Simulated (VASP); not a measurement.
Wanted: the native input for a VASP 6.6.1 run.

```
Task                   : single point
Functional             : revPBE
Potentials or basis    : VASP PAW PBE potentials, release 64 (Pt)
Cutoff                 : 500 eV
k mesh                 : 8 × 8 × 8
Occupations            : gaussian, width 0.1 eV
Spin                   : no spin polarisation
Dipole correction      : no
Further INCAR settings : ALGO = Normal; EDIFF = 1e-06; NBANDS = 11
```

The structure of Pt lies in POSCAR:

```
Pt
1.0
   -1.5805833017      1.5805833017      1.5805833017
    1.5805833017     -1.5805833017      1.5805833017
    1.5805833017      1.5805833017     -1.5805833017
Pt
1
Direct
    0.0000000000      0.0000000000      0.0000000000
```

This isn't the form of Pt at room conditions, which is fcc.

One way to write it, as run:

INCAR

```
ALGO     = Normal         # electronic algorithm
EDIFF    = 1E-6           # SCF threshold, eV
ENCUT    = 500            # plane-wave cutoff, eV
GGA      = RE             # functional
GGA_COMPAT= F            
ISIF     = 2              # what is computed and relaxed
ISMEAR   = 0              # smearing method
LASPH    = T              # aspherical terms in the spheres
LCHARG   = T              # write CHGCAR
LELF     = T              # ELF
LREAL    = F              # projectors in reciprocal space
LVHAR    = T            
LWAVE    = F              # write WAVECAR
NBANDS   = 11             # bands
NELM     = 120            # most SCF steps
PREC     = Accurate       # precision mode
SIGMA    = 0.1            # smearing width, eV
```

KPOINTS

```
k-points
0
Gamma
  8 8 8
```

Potentials or basis: VASP PAW PBE potentials, release 64 (Pt).

Run with:

```bash
$ cat potpaw_PBE.64/Pt/POTCAR > POTCAR
$ mpirun -np 1 vasp_std > vasp.out
```

It gave:

```yaml
Pressure: 4.5 GPa
Band_gap_on_the_k_mesh: zero (bands 5 and 6 overlap by 1.98 eV)
```

Caveat: the cell stands under pressure; the PAW data sets were made with another functional, which shifts forces and pressure a little; spin-orbit coupling is left out, which moves the levels of the heavy elements.

Run time: 2.4 s on 1 thread of Intel(R) Xeon(R) 6975P-C (Granite Rapids), with other jobs on the host, peak memory 0.12 GiB.
